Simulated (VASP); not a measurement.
# LiNbO3 (Cc) in VASP: single point with PBE

Aim: the single point of LiNbO3 with PBE.

Everything below comes from runs of VASP 6.6.1. Logs are shortened: lines on timing, memory, paths and dates and some standing lists are left out, and cuts for length are marked.

## Step 1: The cell of the first run

The typed cell holds 40 atoms: a = 5.550 Å, b = 11.101 Å, c = 11.101 Å, α = 55.75°, β = 55.75°, γ = 55.75°.

## Step 2: Single point, PBE

The input, INCAR:

```
ALGO = Normal
EDIFF = 1E-6
ENCUT = 520
GGA = PE
ISIF = 2
ISMEAR = -1
LASPH = T
LCHARG = T
LELF = T
LREAL = Auto
LVHAR = T
LWAVE = F
NBANDS = 162
NELM = 60
PREC = Accurate
SIGMA = 0.01
```

The input, KPOINTS:

```
k-points
0
Gamma
  1 1 1
```

The input, POSCAR:

```
LiNbO3
1.0
    2.5949501400      1.4981951600      4.6722232500
   -5.1899002700      2.9963903200      9.3444465000
    0.0000000000     -5.9927806400      9.3444465000
Li Nb O
8 8 24
Direct
    0.7183927777      0.3591123703      0.3591771180
    0.2183927777      0.1091771180      0.1091123703
    0.7183927777      0.3591123703      0.8591771180
    0.2183927777      0.1091771180      0.6091123703
    0.7183927777      0.8591123703      0.3591771180
    0.2183927777      0.6091771180      0.1091123703
    0.7183927777      0.8591123703      0.8591771180
    0.2183927777      0.6091771180      0.6091123703
    0.9995011365      0.4999236378      0.4999463415
    0.4995011365      0.2499463415      0.2499236378
    0.9995011365      0.4999236378      0.9999463415
    0.4995011365      0.2499463415      0.7499236378
    0.9995011365      0.9999236378      0.4999463415
    0.4995011365      0.7499463415      0.2499236378
    0.9995011365      0.9999236378      0.9999463415
    0.4995011365      0.7499463415      0.7499236378
    0.2781285329      0.3212309634      0.4443346947
    0.6419945347      0.4446730060      0.1396076173
    0.8901680283      0.1394001481      0.3207791129
    0.3901680283      0.0707791129      0.3894001481
    0.7781285329      0.1943346947      0.0712309634
    0.1419945347      0.3896076173      0.1946730060
    0.2781285329      0.3212309634      0.9443346947
    0.6419945347      0.4446730060      0.6396076173
    0.8901680283      0.1394001481      0.8207791129
    0.3901680283      0.0707791129      0.8894001481
    0.7781285329      0.1943346947      0.5712309634
    0.1419945347      0.3896076173      0.6946730060
    0.2781285329      0.8212309634      0.4443346947
    0.6419945347      0.9446730060      0.1396076173
    0.8901680283      0.6394001481      0.3207791129
    0.3901680283      0.5707791129      0.3894001481
    0.7781285329      0.6943346947      0.0712309634
    0.1419945347      0.8896076173      0.1946730060
    0.2781285329      0.8212309634      0.9443346947
    0.6419945347      0.9446730060      0.6396076173
    0.8901680283      0.6394001481      0.8207791129
    0.3901680283      0.5707791129      0.8894001481
    0.7781285329      0.6943346947      0.5712309634
    0.1419945347      0.8896076173      0.6946730060
```

Potentials or basis: VASP PAW PBE potentials, release 64 (Li_sv, Nb_sv, O).

Command:

```sh
> cat potpaw_PBE.64/Li_sv/POTCAR potpaw_PBE.64/Nb_sv/POTCAR potpaw_PBE.64/O/POTCAR > POTCAR
> mpirun -np 1 vasp_gam > vasp.out
```

OUTCAR:

```text
EDIFF = 1E-6
   ENCUT = 520
   GGA = PE
   ISIF = 2
   ISMEAR = -1
   LASPH = T
   LREAL = Auto
   NELM = 60
   PREC = Accurate

 ion  position               nearest neighbor table
   1  0.718  0.359  0.359-  32 2.08  22 2.08  27 2.08  18 2.26  19 2.27  17 2.27
   2  0.218  0.109  0.109-  19 2.08  30 2.08  23 2.08  34 2.26  26 2.27  21 2.27
   3  0.718  0.359  0.859-  38 2.08  28 2.08  21 2.08  24 2.26  25 2.27  23 2.27
   4  0.218  0.109  0.609-  25 2.08  36 2.08  17 2.08  40 2.26  20 2.27  27 2.27
   5  0.718  0.859  0.359-  20 2.08  34 2.08  39 2.08  30 2.26  31 2.27  29 2.27
   6  0.218  0.609  0.109-  31 2.08  18 2.08  35 2.08  22 2.26  38 2.27  33 2.27
[... 8 lines left out ...]
  15  1.000  1.000  1.000-  30 1.89  25 1.89  35 1.89  21 2.15  34 2.16  26 2.16
  16  0.500  0.750  0.750-  40 1.89  38 1.89  39 1.89  35 2.15  36 2.16  37 2.16
  17  0.278  0.321  0.444-   9 1.89   4 2.08  10 2.15   1 2.27
  18  0.642  0.445  0.140-  11 1.89   6 2.08  10 2.16   1 2.26
  19  0.890  0.139  0.321-  13 1.89   2 2.08  10 2.16   1 2.27
  20  0.390  0.071  0.389-  10 1.89   5 2.08  13 2.16   4 2.27
  21  0.778  0.194  0.071-  10 1.89   3 2.08  15 2.15   2 2.27
  22  0.142  0.390  0.195-  10 1.89   1 2.08  11 2.16   6 2.26
[... 16 lines left out ...]
  39  0.778  0.694  0.571-  16 1.89   5 2.08   9 2.15   8 2.27
  40  0.142  0.890  0.695-  16 1.89   7 2.08  13 2.16   4 2.26

  LATTYP: Found a base centered monoclinic cell.
 ALAT       =    15.1977748256
 B/A-ratio  =     0.6829815986
 C/A-ratio  =     0.3652177898
 COS(beta)  =    -0.0918250328

  Lattice vectors:

 A1 = (   7.7848504100,  -1.4981951600,  -4.6722232500)
 A2 = (   2.5949501400,   7.4909758000,  -4.6722232500)
 A3 = (   2.5949501400,   1.4981951600,   4.6722232500)

Analysis of symmetry for initial positions (statically):
=====================================================================
 Subroutine PRICEL returns following result:

  LATTYP: Found a trigonal (rhomboedric) cell.
 ALAT       =     5.5504977289
 COS(alpha) =     0.5628563531

  Lattice vectors:

 A1 = (   2.5949501400,   1.4981951600,   4.6722232500)
 A2 = (  -2.5949501350,   1.4981951600,   4.6722232500)
 A3 = (   0.0000000000,  -2.9963903200,   4.6722232500)

   4 primitive cells build up your supercell.

 Routine SETGRP: Setting up the symmetry group for a
 base centered monoclinic supercell.

 Subroutine GETGRP returns: Found  2 space group operations
 (whereof  1 operations were pure point group operations)
 out of a pool of  4 trial point group operations.

The static configuration has the point symmetry C_1 .
 The point group associated with its full space group is C_1h.

Analysis of symmetry for dynamics (positions and initial velocities):
=====================================================================
 Subroutine PRICEL returns following result:

  LATTYP: Found a trigonal (rhomboedric) cell.
 ALAT       =     5.5504977289
 COS(alpha) =     0.5628563531

  Lattice vectors:

 A1 = (   2.5949501400,   1.4981951600,   4.6722232500)
 A2 = (  -2.5949501350,   1.4981951600,   4.6722232500)
 A3 = (   0.0000000000,  -2.9963903200,   4.6722232500)

   4 primitive cells build up your supercell.

 Routine SETGRP: Setting up the symmetry group for a
 base centered monoclinic supercell.

 Subroutine GETGRP returns: Found  2 space group operations
 (whereof  1 operations were pure point group operations)
 out of a pool of  4 trial point group operations.

The dynamic configuration has the point symmetry C_1 .
 The point group associated with its full space group is C_1h.

 Subroutine INISYM returns: Found  2 space group operations
 (whereof  1 operations are pure point group operations),
 and found     4 'primitive' translations

----------------------------------------------------------------------------------------

                                     Primitive cell

  volume of cell :     108.9864

  direct lattice vectors                    reciprocal lattice vectors
     2.594950140  1.498195160  4.672223250     0.192681930  0.111244964  0.071343623
    -2.594950135  1.498195160  4.672223250    -0.192681930  0.111244964  0.071343623
     0.000000000 -2.996390320  4.672223250     0.000000000 -0.222489928  0.071343623

  length of vectors
     5.550497731  5.550497729  5.550497730     0.233648626  0.233648626  0.233648626

  position of ions in fractional coordinates (direct lattice)
     0.718392778  0.718224741  0.718354236
     0.218392778  0.218354236  0.218224741
     0.999501137  0.999847276  0.999892683
     0.499501137  0.499892683  0.499847276
     0.278128533  0.642461927  0.888669389
     0.641994535  0.889346012  0.279215235
     0.890168028  0.278800296  0.641558226
     0.390168028  0.141558226  0.778800296
     0.778128533  0.388669389  0.142461927
     0.141994535  0.779215235  0.389346012

  ion indices of the primitive-cell ions
   primitive index   ion index
                 1           1
                 2           4
                 3           9
                 4          10
                 5          17
                 6          18
                 7          19
                 8          32
                 9          27
                10          22

----------------------------------------------------------------------------------------

 KPOINTS: k-points

Automatic generation of k-mesh.
 Grid dimensions read from file:
 generate k-points for:    1    1    1

 Generating k-lattice:

  Cartesian coordinates                     Fractional coordinates (reciprocal lattice)
     0.192681930  0.111244964  0.071343623     1.000000000 -0.000000000 -0.000000000
    -0.096340965  0.055622482  0.035671811    -0.000000000  1.000000000  0.000000000
     0.000000000 -0.111244964  0.035671811     0.000000000  0.000000000  1.000000000

  Length of vectors
     0.233648626  0.116824313  0.116824313

  Shift w.r.t. Gamma in fractional coordinates (k-lattice)
     0.000000000  0.000000000  0.000000000

 Subroutine IBZKPT returns following result:
 ===========================================

 Found      1 irreducible k-points:

 Following reciprocal coordinates:
            Coordinates               Weight
  0.000000  0.000000  0.000000      1.000000
   k-points           NKPTS =      1   k-points in BZ     NKDIM =      1   number of bands    NBANDS=    162
   number of dos      NEDOS =    301   number of ions     NIONS =     40
   total plane-waves  NPLWV = 296352
   dimension x,y,z NGX =    42 NGY =   84 NGZ =   84
   dimension x,y,z NGXF=    84 NGYF=  168 NGZF=  168
   ions per type =               8   8  24
   NGX,Y,Z   is equivalent  to a cutoff of  12.58, 12.58, 12.58 a.u.
   NGXF,Y,Z  is equivalent  to a cutoff of  25.16, 25.16, 25.16 a.u.
 SYSTEM =  unknown system
   PREC   = accura    normal or accurate (medium, high low for compatibility)
   ISTART =      0    job   : 0-new  1-cont  2-samecut
   ICHARG =      2    charge: 1-file 2-atom 10-const
   ISPIN  =      1    spin polarized calculation?
   LNONCOLLINEAR =      F non collinear calculations
   LSORBIT =      F    spin-orbit coupling
   LASPH  =      T    aspherical Exc in radial PAW
   ENCUT  =  520.0 eV  38.22 Ry    6.18 a.u.  10.32 20.64 20.64*2*pi/ulx,y,z
   NELM   =     60;   NELMIN=  2; NELMDL= -5     # of ELM steps
   EDIFF  = 0.1E-05   stopping-criterion for ELM
   LREAL  =      T    real-space projection
   EDIFFG = 0.1E-04   stopping-criterion for IOM
   NSW    =      0    number of steps for IOM
   IBRION =     -1    ionic relax: 0-MD 1-quasi-New 2-CG
   NFREE  =      0    steps in history (QN), initial steepest desc. (CG)
   ISIF   =      2    stress and relaxation
   ISYM   =      2    0-nonsym 1-usesym 2-fastsym
   POTIM  = 0.5000    time-step for ionic-motion
   TEBEG  =    0.0;   TEEND  =   0.0 temperature during run
   PSTRESS=    0.0 pullay stress
   NELECT =     272.0000    total number of electrons
   NUPDOWN=      -1.0000    fix difference up-down
   EMIN   =  10.00;   EMAX   =-10.00  energy-range for DOS
   EFERMI =   0.00;   METHOD = LEGACY
   ISMEAR =    -1;   SIGMA  =   0.01  broadening in eV -4-tet -1-fermi 0-gaus
   EFERMI_NEDOS =   21; number of points for ismear=-14 and -15
   IALGO  =     38    algorithm
   IMIX   =      4    mixing-type and parameters
     AMIX     =   0.40;   BMIX     =  1.00
     AMIX_MAG =   1.60;   BMIX_MAG =  1.00
  volume/ion in A,a.u.               =      10.90        73.55
  Fermi-wavevector in a.u.,A,eV,Ry     =   1.398901  2.643540 26.625577  1.956925
  Thomas-Fermi vector in A             =   2.522014
   LORBIT       =      0    0 simple, 1 ext, 2 COOP (PROOUT), +10 PAW based schemes
   GGA     = PE    functional components
   LHFCALC =     F    Hartree Fock is set to
   AEXX    =    0.0000 exact exchange contribution
   IVDW    =     0    specifies the selected vdW correction
   LEPSILON=     F    determine dielectric tensor
   LRPA    =     F    only Hartree local field effects (RPA)
 non-spin polarized calculation
  energy-cutoff  :      520.00
  volume of cell :      435.95
 maximum number of plane-waves:      5873
 NGX is ok and might be reduce to    42
   NGX = 21   NGY = 41   NGZ = 41

 number of electron     271.9999996 magnetization

 Free energy of the ion-electron system (eV)
  ---------------------------------------------------
  ext. energy  EPLUGINS =         0.00000000
  ---------------------------------------------------
  free energy    TOTEN  =      -317.93366278 eV

  energy without entropy =     -317.93366278  energy(sigma->0) =     -317.93366278

 E-fermi :   3.7194     XC(G=0): -10.6551

 val. band max:        3.3700632437   @ k =   0.0000   0.0000   0.0000
 cond. band min:       6.8623311144   @ k =   0.0000   0.0000   0.0000
 fundamental gap:      3.4922678707
 Fermi energy:         3.7194024591

 k-point     1 :       0.0000    0.0000    0.0000
  band No.  band energies     occupation
      1     -50.9417      2.00000
      2     -50.9372      2.00000
      3     -50.9350      2.00000
      4     -50.9350      2.00000
      5     -50.9350      2.00000
      6     -50.9350      2.00000
[... 140 lines left out ...]
    147       7.8873      0.00000
    148       7.9429      0.00000
 [bands above 148 left out]

------------------------ aborting loop because EDIFF is reached ----------------------------------------

  FORCE on cell =-STRESS in cart. coord.  units (eV):
  Direction    XX          YY          ZZ          XY          YZ          ZX
  --------------------------------------------------------------------------------------
  -------------------------------------------------------------------------------------
  Total       -0.2486244     -1.3496695      7.6713177      0.9535330      1.8906145      3.2746403
  in kB       -0.9137388     -4.9602753     28.1934562      3.5044034      6.9483444     12.0348850
  external PRESSURE =       7.4398140 kB  Pullay stress =       0.0000000 kB

 VOLUME and BASIS-vectors are now :
 -----------------------------------------------------------------------------
  energy-cutoff  :      520.00
  volume of cell :      435.95
      direct lattice vectors                 reciprocal lattice vectors
     2.594950140  1.498195160  4.672223250     0.192681930  0.111244964  0.071343623
    -5.189900270  2.996390320  9.344446500    -0.096340965  0.055622482  0.035671811
     0.000000000 -5.992780640  9.344446500     0.000000000 -0.111244964  0.035671811

 POSITION                                       TOTAL-FORCE (eV/Angst)
 -----------------------------------------------------------------------------------
      0.00044     -0.00014     10.06851        -0.002196      0.023379      0.012763
      0.00010      0.00045      3.06017         0.019149     -0.013591      0.012763
      0.00044     -2.99653     14.74073        -0.002196      0.023379      0.012763
      0.00010     -2.99594      7.73240         0.019149     -0.013591      0.012763
     -2.59451      1.49806     14.74073        -0.002196      0.023379      0.012763
     -2.59485      1.49864      7.73240         0.019149     -0.013591      0.012763
[... 32 lines left out ...]
     -1.58432     -0.17698     15.46160         0.014115     -0.031634      0.049552
     -4.24851     -1.28468     15.46766         0.282895     -0.124607      0.292308
 -----------------------------------------------------------------------------------
    total drift:                               -0.002555     -0.001472      0.001980

  FREE ENERGIE OF THE ION-ELECTRON SYSTEM (eV)
  ---------------------------------------------------
  free  energy   TOTEN  =      -317.9336627815 eV

  energy  without entropy=     -317.9336627815  energy(sigma->0) =     -317.93366278
```

Run time: 5.9 min. Hardware: 1 thread of Intel Xeon 8259CL, shared host; peak memory 0.56 GiB.

What came out:

* Free energy: -317.9337 eV
* Largest force: 0.710 eV/Å
* Band gap on the k mesh: 3.49 eV

Forces in eV/Å, atoms in the order of the input:
```
Li  -0.002  0.023  0.013
Li   0.019 -0.014  0.013
Li  -0.002  0.023  0.013
Li   0.019 -0.014  0.013
Li  -0.002  0.023  0.013
Li   0.019 -0.014  0.013
Li  -0.002  0.023  0.013
Li   0.019 -0.014  0.013
Nb  -0.356 -0.070 -0.611
Nb  -0.239 -0.273 -0.611
Nb  -0.356 -0.070 -0.611
Nb  -0.239 -0.273 -0.611
Nb  -0.356 -0.070 -0.611
Nb  -0.239 -0.273 -0.611
Nb  -0.356 -0.070 -0.611
Nb  -0.239 -0.273 -0.611
O   -0.020  0.028  0.050
O    0.034  0.307  0.292
O    0.095  0.143  0.256
O    0.172  0.011  0.256
O    0.014 -0.032  0.050
O    0.283 -0.125  0.292
O   -0.020  0.028  0.050
O    0.034  0.307  0.292
O    0.095  0.143  0.256
O    0.172  0.011  0.256
O    0.014 -0.032  0.050
O    0.283 -0.125  0.292
O   -0.020  0.028  0.050
O    0.034  0.307  0.292
O    0.095  0.143  0.256
O    0.172  0.011  0.256
O    0.014 -0.032  0.050
O    0.283 -0.125  0.292
O   -0.020  0.028  0.050
O    0.034  0.307  0.292
O    0.095  0.143  0.256
O    0.172  0.011  0.256
O    0.014 -0.032  0.050
O    0.283 -0.125  0.292
```

Caveat: the k points lie up to 1.14 Å⁻¹ apart; the cutoff is under 1.25 times the usual one of these potentials, so pressure, stress and relaxed cells hold a basis-set (Pulay) error. As with any semilocal functional, this PBE gap is likely too small.
